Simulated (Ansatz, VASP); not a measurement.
Cu in VASP and in Ansatz

The input INCAR:

```
SYSTEM = Cu
  PREC = Accurate
  ENCUT = 520
  EDIFF = 1E-6
  ISMEAR = 0
  SIGMA = 0.15
  LREAL = .False.
  LASPH = .True.
  NELM = 80
  ALGO = Normal
  ISIF = 2
  LWAVE = .False.
  LCHARG = .False.
  GGA = PS
  NBANDS = 12
```

File KPOINTS:

```
Automatic mesh
0
Gamma
  22 22 22
  0 0 0
```

The input POSCAR:

```
Cu
1.0
    0.0000000000      1.7171250000      1.8978750000
    1.7171250000      0.0000000000      1.8978750000
    1.7171250000      1.7171250000      0.0000000000
Cu
1
Direct
    0.0000000000      0.0000000000      0.0000000000
```

Input for Ansatz:

```yaml
crystal:
  lattice:
    - [0.0, 1.717125, 1.897875]
    - [1.717125, 0.0, 1.897875]
    - [1.717125, 1.717125, 0.0]
  atoms:
    - { symbol: Cu, position: [0.0, 0.0, 0.0] }
basis:
  ecutwfc: 420
kpoints:
  mp_grid: { grid: [22, 22, 22] }
hamiltonian:
  xc: pbesol
scf:
  occupations: { method: gaussian, width: 0.15 }
output:
  forces: true
  stress: true
  eigenvalues: true
  write_density: true
  write_potential: true
  elf: true
  volumetric_format: npy
```

Change from the starting cell: strain -0.050 along x and y, +0.050 along z, atoms carried along.

Alike in both runs: task single point; functional PBEsol; k mesh 22 × 22 × 22; occupations gaussian, width 0.15 eV; no spin polarisation.

|  | VASP | Ansatz |
| --- | --- | --- |
| version | VASP 6.6.1 | Ansatz 0.2.0 |
| potentials or method | VASP PAW PBE potentials, release 64 (Cu), cutoff 520 eV | scalar-relativistic, plane waves, PAW |
| valence electrons in the cell | 11 | 19 |

```tsv
	VASP	Ansatz	Ansatz less VASP
gap on the k mesh at the Fermi level (eV)	none	none	-
pressure (GPa)	3.1	2.4	-0.74
traceless stress, the component that is largest in VASP (GPa)	-6.10	-6.08	+0.019
```

VASP's potentials were made for PBE, not for PBEsol. A gap of «none» marks a metal or a gap that the smearing closes. The functional is the same, so the differences come from potentials, cutoffs and numerics. VASP's potentials hold 11 valence electrons a cell and Ansatz's 19, so a difference there can come from the potentials and not from the codes.
